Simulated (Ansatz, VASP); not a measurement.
One calculation of Os, two programs

INCAR

```
SYSTEM = Os
ALGO = Normal
EDIFF = 1E-6
ENCUT = 600
GGA = PE
GGA_COMPAT = .FALSE.
ISIF = 2
ISMEAR = 0
LASPH = .TRUE.
LCHARG = .FALSE.
LREAL = .FALSE.
LWAVE = .FALSE.
NBANDS = 10
NELM = 120
PREC = Accurate
SIGMA = 0.1
```

Contents of KPOINTS:

```
k-points
0
G
  12 12 16
  0 0 0
```

Contents of POSCAR:

```
Os
1.0
    2.8545943322     -0.0000000858      0.0009214059
   -1.4272972405      2.4721513380      0.0000000000
    1.4279771448      0.8244429890      2.1859700903
Os
1
Direct
    0.0000000000      0.0000000000      0.0000000000
```

Input for Ansatz:

```yaml
crystal:
  lattice:
    - [2.8545943322, -8.58e-08, 0.0009214059]
    - [-1.4272972405, 2.472151338, 0.0]
    - [1.4279771448, 0.824442989, 2.1859700903]
  atoms:
    - { symbol: Os, position: [0.0, 0.0, 0.0] }
basis:
  ecutwfc: 420
kpoints:
  mp_grid: { grid: [12, 12, 16] }
hamiltonian:
  xc: pbe
scf:
  occupations: { method: gaussian, width: 0.1 }
output:
  forces: true
  stress: true
  eigenvalues: true
```

Change from the starting cell: band edges of the strained film's bulk.

Alike in both runs: task single point; functional PBE; k mesh 12 × 12 × 16; occupations gaussian, width 0.1 eV; no spin polarisation.

|  | VASP | Ansatz |
| --- | --- | --- |
| version | VASP 6.6.1 | Ansatz 0.2.0 |
| potentials or method | VASP PAW PBE potentials, release 64 (Os), cutoff 600 eV | scalar-relativistic, plane waves, PAW |
| valence electrons in the cell | 8 | 16 |

VASP gave:

| Item | Value |
| --- | --- |
| gap on the k mesh at the Fermi level (eV) | none |
| pressure (GPa) | -22.6 |
| traceless stress, the component that is largest in VASP (GPa) | 22.02 |

Estimate Ansatz's values.

gap on the k mesh at the Fermi level (eV): none; pressure (GPa): -22.2; traceless stress, the component that is largest in VASP (GPa): 22.23.

A gap of «none» marks a metal or a gap that the smearing closes. VASP's potentials hold 8 valence electrons a cell and Ansatz's 16, so a difference there can come from the potentials and not from the codes.

Spin-orbit coupling is off throughout.
